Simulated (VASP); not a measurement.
# Ti3Al (Cm) in VASP: single point with LDA

Aim: the single point of Ti3Al with LDA.

Everything below comes from runs of VASP 6.6.1. Logs are shortened: lines on timing, memory, paths and dates and some standing lists are left out, and cuts for length are marked.

## (1) The cell of the first run

Symmetry: Cm, No. 8, monoclinic system. The conventional cell has a = 4.955 Å, b = 2.861 Å, c = 18.123 Å, α = 90.00°, β = 92.61°, γ = 90.00°. Within 3.7 Å of Ti (site symmetry m) lie 12 Ti at 2.79 to 2.86 Å. Ti (site symmetry m) has 12 Ti at 2.79 to 2.86 Å within 3.7 Å. Ti (site symmetry m) has 3 Al at 2.42 to 3.16 Å and 9 Ti at 2.79 to 2.86 Å within 3.2 Å. Ti (site symmetry m) has 9 Ti at 2.79 to 2.86 Å and 3 Al at 2.81 Å within 3.7 Å. Within 3.7 Å of Ti (site symmetry m) lie 9 Ti at 2.79 to 2.86 Å and 3 Al at 2.81 Å. Within 3.7 Å of Ti (site symmetry m) lie 9 Ti at 2.79 to 2.86 Å and 3 Al at 2.81 Å. Al (site symmetry m) has 6 Ti at 2.42 to 3.16 Å and 6 Al at 2.86 Å within 3.2 Å. Al (site symmetry m) has 6 Ti at 2.81 Å and 6 Al at 2.86 Å within 3.7 Å.

## (2) Single point, LDA (the part above a cut slid along it)

File INCAR:

```
SYSTEM = Ti3Al
  PREC = Accurate
  ENCUT = 520
  EDIFF = 1E-6
  ISMEAR = 0
  SIGMA = 0.15
  LREAL = .FALSE.
  LASPH = .TRUE.
  NELM = 60
  ALGO = Fast
  ISIF = 2
  LWAVE = .FALSE.
  LCHARG = .FALSE.
  NBANDS = 49
```

File KPOINTS:

```
regular mesh
0
G
  15 15 3
  0 0 0
```

File POSCAR:

```
Ti3Al
1.0
   -2.8609562337      0.0000000000      0.0000000000
   -1.4304781169     -2.4776607775      0.0000000000
   -0.7152390584     -0.4129434629     18.1041752298
Ti Al
6 2
Direct
    0.6354833333      0.6354833333      0.1871000000
    0.5521500000      0.5521500000      0.6871000000
    0.3228552855      0.3228552855      0.0628682869
    0.2395219522      0.2395219522      0.5628682869
    0.1981113812      0.1981113812      0.8113317131
    0.2814447145      0.2814447145      0.3113317131
    0.5104833333      0.5104833333      0.9371000000
    0.5938166667      0.5938166667      0.4371000000
```

Potentials or basis: VASP PAW LDA potentials, release 64 (Ti_sv, Al).

Command:

```console
$ cat potpaw_LDA.64/Ti_sv/POTCAR potpaw_LDA.64/Al/POTCAR > POTCAR
$ mpirun -np 1 vasp_std > vasp.out
```

OUTCAR:

```text
SYSTEM = Ti3Al
   PREC = Accurate
   ENCUT = 520
   EDIFF = 1E-6
   ISMEAR = 0
   LREAL = .FALSE.
   LASPH = .TRUE.
   NELM = 60
   ISIF = 2

 ion  position               nearest neighbor table
   1  0.635  0.635  0.187-   6 2.79   3 2.79   3 2.79   3 2.79   6 2.79   6 2.79
   2  0.552  0.552  0.687-   5 2.79   4 2.79   4 2.79   4 2.79   5 2.79   5 2.79
   3  0.323  0.323  0.063-   7 2.42   1 2.79   1 2.79   1 2.79
   4  0.240  0.240  0.563-   2 2.79   2 2.79   2 2.79   8 2.81   8 2.81   8 2.81
   5  0.198  0.198  0.811-   2 2.79   2 2.79   2 2.79   7 2.81   7 2.81   7 2.81
   6  0.281  0.281  0.311-   1 2.79   1 2.79   1 2.79   8 2.81   8 2.81   8 2.81
   7  0.510  0.510  0.937-   3 2.42   5 2.81   5 2.81   5 2.81
   8  0.594  0.594  0.437-   4 2.81   6 2.81   4 2.81   6 2.81   6 2.81   4 2.81

  LATTYP: Found a base centered monoclinic cell.
 ALAT       =     4.9553215550
 B/A-ratio  =     0.5773502692
 C/A-ratio  =     3.6572809930
 COS(beta)  =    -0.0455711954

  Lattice vectors:

 A1 = (   2.8609562337,   0.0000000000,   0.0000000000)
 A2 = (   1.4304781169,   2.4776607775,   0.0000000000)
 A3 = (  -0.7152390584,  -0.4129434629,  18.1041752298)

Analysis of symmetry for initial positions (statically):
=====================================================================
 Subroutine PRICEL returns:
 Original cell was already a primitive cell.

 Routine SETGRP: Setting up the symmetry group for a
 base centered monoclinic supercell.

 Subroutine GETGRP returns: Found  2 space group operations
 (whereof  2 operations were pure point group operations)
 out of a pool of  4 trial point group operations.

The static configuration has the point symmetry C_1h.

Analysis of symmetry for dynamics (positions and initial velocities):
=====================================================================
 Subroutine PRICEL returns:
 Original cell was already a primitive cell.

 Routine SETGRP: Setting up the symmetry group for a
 base centered monoclinic supercell.

 Subroutine GETGRP returns: Found  2 space group operations
 (whereof  2 operations were pure point group operations)
 out of a pool of  4 trial point group operations.

The dynamic configuration has the point symmetry C_1h.

 Subroutine INISYM returns: Found  2 space group operations
 (whereof  2 operations are pure point group operations),
 and found     1 'primitive' translations

----------------------------------------------------------------------------------------

                                     Primitive cell

  volume of cell :     128.3311

  direct lattice vectors                    reciprocal lattice vectors
    -2.860956234  0.000000000  0.000000000    -0.349533484  0.201803251 -0.009205980
    -1.430478117 -2.477660778  0.000000000     0.000000000 -0.403606502 -0.009205980
    -0.715239058 -0.412943463 18.104175230     0.000000000  0.000000000  0.055235877

  length of vectors
     2.860956234  2.860956234 18.123003337     0.403711479  0.403711479  0.055235877

  position of ions in fractional coordinates (direct lattice)
     0.635483333  0.635483333  0.187100000
     0.552150000  0.552150000  0.687100000
     0.322855285  0.322855285  0.062868287
     0.239521952  0.239521952  0.562868287
     0.198111381  0.198111381  0.811331713
     0.281444714  0.281444714  0.311331713
     0.510483333  0.510483333  0.937100000
     0.593816667  0.593816667  0.437100000

  ion indices of the primitive-cell ions
   primitive index   ion index
                 1           1
                 2           2
                 3           3
                 4           4
                 5           5
                 6           6
                 7           7
                 8           8

----------------------------------------------------------------------------------------

 KPOINTS: regular mesh

Automatic generation of k-mesh.
 Grid dimensions read from file:
 generate k-points for:   15   15    3

 Generating k-lattice:

  Cartesian coordinates                     Fractional coordinates (reciprocal lattice)
    -0.023302232  0.013453550 -0.000613732     0.066666667 -0.000000000  0.000000000
     0.000000000 -0.026907100 -0.000613732     0.000000000  0.066666667  0.000000000
     0.000000000  0.000000000  0.018411959     0.000000000  0.000000000  0.333333333

  Length of vectors
     0.026914099  0.026914099  0.018411959

  Shift w.r.t. Gamma in fractional coordinates (k-lattice)
     0.000000000  0.000000000  0.000000000

 Subroutine IBZKPT returns following result:
 ===========================================

 Found    184 irreducible k-points:

 Following reciprocal coordinates:
            Coordinates               Weight
  0.000000  0.000000  0.000000      1.000000
  0.066667  0.000000  0.000000      4.000000
  0.133333  0.000000 -0.000000      4.000000
  0.200000  0.000000 -0.000000      4.000000
  0.266667  0.000000 -0.000000      4.000000
  0.333333  0.000000  0.000000      4.000000
[... 16 lines left out ...]
  0.133333  0.133333  0.000000      2.000000
  0.200000  0.133333 -0.000000      4.000000
 [... further k-points ...]
   k-points           NKPTS =    184   k-points in BZ     NKDIM =    184   number of bands    NBANDS=     49
   number of dos      NEDOS =    301   number of ions     NIONS =      8
   total plane-waves  NPLWV =  80640
   dimension x,y,z NGX =    24 NGY =   24 NGZ =  140
   dimension x,y,z NGXF=    48 NGYF=   48 NGZF=  280
   ions per type =               6   2
   NGX,Y,Z   is equivalent  to a cutoff of  13.95, 13.95, 12.84 a.u.
   NGXF,Y,Z  is equivalent  to a cutoff of  27.89, 27.89, 25.68 a.u.
 SYSTEM =  Ti3Al
   PREC   = accura    normal or accurate (medium, high low for compatibility)
   ISTART =      0    job   : 0-new  1-cont  2-samecut
   ICHARG =      2    charge: 1-file 2-atom 10-const
   ISPIN  =      1    spin polarized calculation?
   LNONCOLLINEAR =      F non collinear calculations
   LSORBIT =      F    spin-orbit coupling
   LASPH  =      T    aspherical Exc in radial PAW
   ENCUT  =  520.0 eV  38.22 Ry    6.18 a.u.   5.32  5.32 33.70*2*pi/ulx,y,z
   NELM   =     60;   NELMIN=  2; NELMDL= -5     # of ELM steps
   EDIFF  = 0.1E-05   stopping-criterion for ELM
   LREAL  =      F    real-space projection
   EDIFFG = 0.1E-04   stopping-criterion for IOM
   NSW    =      0    number of steps for IOM
   IBRION =     -1    ionic relax: 0-MD 1-quasi-New 2-CG
   NFREE  =      0    steps in history (QN), initial steepest desc. (CG)
   ISIF   =      2    stress and relaxation
   ISYM   =      2    0-nonsym 1-usesym 2-fastsym
   POTIM  = 0.5000    time-step for ionic-motion
   TEBEG  =    0.0;   TEEND  =   0.0 temperature during run
   PSTRESS=    0.0 pullay stress
   NELECT =      78.0000    total number of electrons
   NUPDOWN=      -1.0000    fix difference up-down
   EMIN   =  10.00;   EMAX   =-10.00  energy-range for DOS
   EFERMI =   0.00;   METHOD = LEGACY
   ISMEAR =     0;   SIGMA  =   0.15  broadening in eV -4-tet -1-fermi 0-gaus
   EFERMI_NEDOS =   21; number of points for ismear=-14 and -15
   IALGO  =     68    algorithm
   IMIX   =      4    mixing-type and parameters
     AMIX     =   0.40;   BMIX     =  1.00
     AMIX_MAG =   1.60;   BMIX_MAG =  1.00
  volume/ion in A,a.u.               =      16.04       108.25
  Fermi-wavevector in a.u.,A,eV,Ry     =   1.386742  2.620563 26.164741  1.923054
  Thomas-Fermi vector in A             =   2.511029
   LORBIT       =      0    0 simple, 1 ext, 2 COOP (PROOUT), +10 PAW based schemes
   GGA     = CA    functional components
   LHFCALC =     F    Hartree Fock is set to
   AEXX    =    0.0000 exact exchange contribution
   IVDW    =     0    specifies the selected vdW correction
   LEPSILON=     F    determine dielectric tensor
   LRPA    =     F    only Hartree local field effects (RPA)
 non-spin polarized calculation
 RMM-DIIS sequential band-by-band and
 Gauss-broadening in eV      SIGMA  =   0.15
  energy-cutoff  :      520.00
  volume of cell :      128.33
 maximum number of plane-waves:      3486
 NGX is ok and might be reduce to    24
   NGX = 11   NGY = 11   NGZ = 67

 number of electron      77.9999994 magnetization

 Free energy of the ion-electron system (eV)
  ---------------------------------------------------
  ext. energy  EPLUGINS =         0.00000000
  ---------------------------------------------------
  free energy    TOTEN  =       -60.19302981 eV

  energy without entropy =      -60.10044860  energy(sigma->0) =      -60.14673921

 E-fermi :   8.4859     XC(G=0): -11.7399

 val. band max:        8.4844807730   @ k =   0.1333   0.1333   0.3333
 cond. band min:       8.4872795204   @ k =   0.4667  -0.0000   0.3333
 fundamental gap:      0.0027987474
 Fermi energy:         8.4858941113

 k-point     1 :       0.0000    0.0000    0.0000
  band No.  band energies     occupation
      1     -47.4469      2.00000
      2     -47.4402      2.00000
      3     -47.3803      2.00000
      4     -47.3535      2.00000
      5     -47.2939      2.00000
      6     -47.2895      2.00000
[... 41 lines left out ...]
     48       9.7437      0.00000
     49       9.7458      0.00000

 k-point     2 :       0.0667    0.0000    0.0000
  band No.  band energies     occupation
      1     -47.4412      2.00000
      2     -47.4344      2.00000
      3     -47.3758      2.00000
      4     -47.3490      2.00000
      5     -47.2908      2.00000
      6     -47.2865      2.00000
[... 41 lines left out ...]
     48       9.7131      0.00000
     49       9.8313      0.00000

 k-point     3 :       0.1333    0.0000   -0.0000
  band No.  band energies     occupation
      1     -47.4247      2.00000
      2     -47.4177      2.00000
      3     -47.3630      2.00000
      4     -47.3365      2.00000
      5     -47.2823      2.00000
      6     -47.2779      2.00000
[... 1081 lines left out ...]
     48       9.9989      0.00000
     49      10.1832      0.00000

 k-point    24 :       0.2000    0.1333   -0.0000
  band No.  band energies     occupation
      1     -47.4094      2.00000
      2     -47.4022      2.00000
      3     -47.3513      2.00000
      4     -47.3250      2.00000
      5     -47.2747      2.00000
      6     -47.2702      2.00000
[... 41 lines left out ...]
     48       9.8712      0.00000
     49      10.2755      0.00000

 [... further k-points ...]

------------------------ aborting loop because EDIFF is reached ----------------------------------------

  FORCE on cell =-STRESS in cart. coord.  units (eV):
  Direction    XX          YY          ZZ          XY          YZ          ZX
  --------------------------------------------------------------------------------------
  -------------------------------------------------------------------------------------
  Total       -0.4651207     -0.6860769      2.6345270      0.1913537      1.4281914      2.4737005
  in kB       -5.8069015     -8.5654776     32.8913292      2.3889970     17.8305684     30.8834559
  external PRESSURE =       6.1729834 kB  Pullay stress =       0.0000000 kB

 VOLUME and BASIS-vectors are now :
 -----------------------------------------------------------------------------
  energy-cutoff  :      520.00
  volume of cell :      128.33
      direct lattice vectors                 reciprocal lattice vectors
    -2.860956234  0.000000000  0.000000000    -0.349533484  0.201803251 -0.009205980
    -1.430478117 -2.477660778  0.000000000     0.000000000 -0.403606502 -0.009205980
    -0.715239058 -0.412943463 18.104175230     0.000000000  0.000000000  0.055235877

 POSITION                                       TOTAL-FORCE (eV/Angst)
 -----------------------------------------------------------------------------------
     -2.86096     -1.65177      3.38729        -0.013409     -0.007742     -0.010687
     -2.86096     -1.65177     12.43938         0.000655      0.000378      0.031349
     -1.43048     -0.82589      1.13818         1.066627      0.615818      1.272027
     -1.43048     -0.82589     10.19027         0.001226      0.000708      0.006235
     -1.43048     -0.82589     14.68849        -0.074718     -0.043138     -0.080945
     -1.43048     -0.82589      5.63640        -0.009096     -0.005251     -0.021691
     -2.86096     -1.65177     16.96542        -0.972123     -0.561256     -1.197223
     -2.86096     -1.65177      7.91333         0.000838      0.000484      0.000935
 -----------------------------------------------------------------------------------
    total drift:                                0.000079      0.000046     -0.000490

  FREE ENERGIE OF THE ION-ELECTRON SYSTEM (eV)
  ---------------------------------------------------
  free  energy   TOTEN  =       -60.1930298127 eV

  energy  without entropy=      -60.1004485998  energy(sigma->0) =      -60.14673921
```

Run time: 40 min. Hardware: 1 thread of AMD EPYC 9R45 (Zen 5), shared host; peak memory 0.79 GiB.

Results:

* Free energy: -60.1930 eV
* Pressure: 0.6 GPa
* Largest force: 1.771 eV/Å
* Band gap on the k mesh: zero (bands 39 and 40 overlap by 1.46 eV)

Forces on the atoms (eV/Å):
```
Ti  -0.013 -0.008 -0.011
Ti   0.001  0.000  0.031
Ti   1.067  0.616  1.272
Ti   0.001  0.001  0.006
Ti  -0.075 -0.043 -0.081
Ti  -0.009 -0.005 -0.022
Al  -0.972 -0.561 -1.197
Al   0.001  0.000  0.001
```

Stress tensor (GPa, compression positive):
```
-0.58  0.24  3.09
 0.24 -0.86  1.78
 3.09  1.78  3.29
```

Levels at points of the mesh, in eV from the Fermi level:
```
           k point  band 36  band 37  band 38  band 39  band 40  band 41  band 42  band 43
(0.00, 0.00, 0.00)     0.63     0.75     0.77     0.81     0.81     0.82     0.82     0.91
```

Caveat: the cell differs from its parent crystal (the part above a cut slid along it); forces of over 1 eV/Å act on the atoms, so gaps and moduli don't describe the material at rest.
